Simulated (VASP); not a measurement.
## As: relaxation of cell and atoms with PBE

Crystal: As.

```
As
1.0
    -1.68099    1.68099    1.68099
     1.68099   -1.68099    1.68099
     1.68099    1.68099   -1.68099
As
1
Direct
  0.00000 0.00000 0.00000
```

This isn't the form of As at room conditions, which is rhombohedral.

- Program: VASP 6.6.1
- Task: relaxation of cell and atoms
- Functional: PBE
- Potentials or basis: VASP PAW PBE potentials, release 64 (As)
- Cutoff: 600 eV
- k mesh: 17 × 17 × 17
- Occupations: fermi-dirac, width 0.05 eV
- Spin: non-collinear spin, zero start, spin-orbit coupling
- Starting moments: [[0.0, 0.0, 0.0]] μB
- Dipole correction: no
- Further INCAR settings: ALGO = Normal; EDIFF = 1e-07; IBRION = 2; EDIFFG = -0.005; NSW = 60; ISIF = 3

| Quantity | Value |
| --- | --- |
| Relaxed volume | 19.11 Å³/atom |
| Relaxed cell | a = 2.917 Å, b = 2.917 Å, c = 2.917 Å, α = 109.47°, β = 109.47°, γ = 109.47° |
| Space group after relaxing (to 0.1 Å) | Im-3m (No. 229) |
| Energy gained by relaxing | 0.2 meV/atom |
| Ionic steps | 3 |
| Pressure after relaxing | 0.0 GPa |
| Net moment | 0.00 μB per cell |
| Valence electrons inside the program's atomic spheres | As 2.61 |

The path:
```
step  energy change (eV)  largest force (eV/Å)  pressure (GPa)  volume (Å³)
   1              0.0000                0.0000            0.50        19.00
   2             -0.0001                0.0000           -0.20        19.16
   3             -0.0002                0.0000            0.01        19.11
```

Final structure:
```cif
data_structure
_symmetry_space_group_name_H-M 'P 1'
_symmetry_Int_Tables_number 1
_cell_length_a 2.9174
_cell_length_b 2.9174
_cell_length_c 2.9174
_cell_angle_alpha 109.471
_cell_angle_beta 109.471
_cell_angle_gamma 109.471
_cell_volume 19.11
loop_
_atom_site_label
_atom_site_type_symbol
_atom_site_fract_x
_atom_site_fract_y
_atom_site_fract_z
_atom_site_occupancy
As1 As 0.00000 0.00000 0.00000 1
```

Moments on the atoms (μB; x, y, z):
```
As  0.00 0.00 0.00
```

Run time: 98 s on 1 thread of AMD EPYC 7R13 Processor (Zen 3) (shared host), peak memory 0.22 GiB.
